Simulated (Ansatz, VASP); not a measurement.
This is a calculation of As for Ansatz 0.2.0.

The input input.yaml:

```yaml
crystal:
  lattice:
    - [1.8807968987, 1.0858785957, 3.5140619945]
    - [-1.8807968987, 1.0858785957, 3.5140619945]
    - [0.0, -2.1717571915, 3.5140619945]
  atoms:
    - { symbol: As, position: [0.226, 0.226, 0.226] }
    - { symbol: As, position: [0.774, 0.774, 0.774] }
hamiltonian:
  xc: { exchange: r2scan, correlation: r2scan, exx: { coeff: 0.5 } }
  pseudopotentials: { kind: paw }
kpoints:
  mp_grid: { grid: [5, 5, 5] }
scf:
  occupations: { method: fermi_dirac, width: 0.05 }
output:
  forces: true
  stress: true
  eigenvalues: true
```

Potentials or basis: Ansatz PAW.

Launch:

```bash
$ ansatz run input.yaml --threads 2 --pin off --max-ram 5632MiB --backend cpu --events-out ev --progress --plain --runs-dir out
```

Translate it to VASP 6.6.1. Potentials there: VASP PAW PBE potentials, release 64 (As).

As run (the cutoff follows the program's own potentials):

Contents of POSCAR:

```
As
1.0
    1.8807968987      1.0858785957      3.5140619945
   -1.8807968987      1.0858785957      3.5140619945
    0.0000000000     -2.1717571915      3.5140619945
As
2
Direct
    0.2260000000      0.2260000000      0.2260000000
    0.7740000000      0.7740000000      0.7740000000
```

File INCAR.step1:

```
SYSTEM = As
PREC = Accurate ; ENCUT = 520
EDIFF = 1E-5 ; ISMEAR = -1
SIGMA = 0.05 ; LREAL = .False.
LASPH = .True. ; NELM = 100
ALGO = Normal ; ISIF = 2
LWAVE = .True. ; LCHARG = .False.
NBANDS = 12 ; GGA = PE
```

INCAR.step2

```
SYSTEM = As
PREC = Accurate ; ENCUT = 520
EDIFF = 1E-6 ; ISMEAR = -1
SIGMA = 0.05 ; LREAL = .False.
LASPH = .True. ; NELM = 100
ALGO = Normal ; ISIF = 2
LWAVE = .False. ; LCHARG = .False.
METAGGA = R2SCAN ; LHFCALC = .True.
AEXX = 0.5 ; LMIXTAU = .True.
PRECFOCK = Normal ; NBANDS = 12
ISTART = 1
```

File KPOINTS:

```
regular mesh
0
Gamma
  5 5 5
  0 0 0
```

Potentials or basis: VASP PAW PBE potentials, release 64 (As).

Run with:

```console
$ cat potpaw_PBE.64/As/POTCAR > POTCAR
$ cp INCAR.step1 INCAR
$ mpirun -np 1 vasp_std > vasp.out
$ cp INCAR.step2 INCAR
$ mpirun -np 1 vasp_std > vasp.out
```

Both were run:

|  | VASP | Ansatz | Ansatz less VASP |
| --- | --- | --- | --- |
| gap on the k mesh at the Fermi level (eV) | 1.69 | 1.55 | -0.134 |
| least direct gap on the mesh (eV) | 2.06 | 1.94 | -0.122 |
| pressure (GPa) | -3.0 | -1.7 | +1.22 |
| traceless stress, the component that is largest in VASP (GPa) | 1.63 | 1.46 | -0.173 |
| rms of the force components (eV/Å) | 0.271 | 0.236 | -0.0350 |

VASP's potentials were made for PBE, not for r2SCAN-based global hybrid. Atom by atom the forces differ by 0.035 eV/Å (rms over components). With one functional, cell and mesh, what is left measures potentials, basis and numerics. VASP's potentials hold 10 valence electrons a cell and Ansatz's 30, so a difference there can come from the potentials and not from the codes.

Noted on Ansatz's run: odd divisions of the mesh miss points on the zone boundary, where band edges often lie, so the gap on the mesh can be too wide.
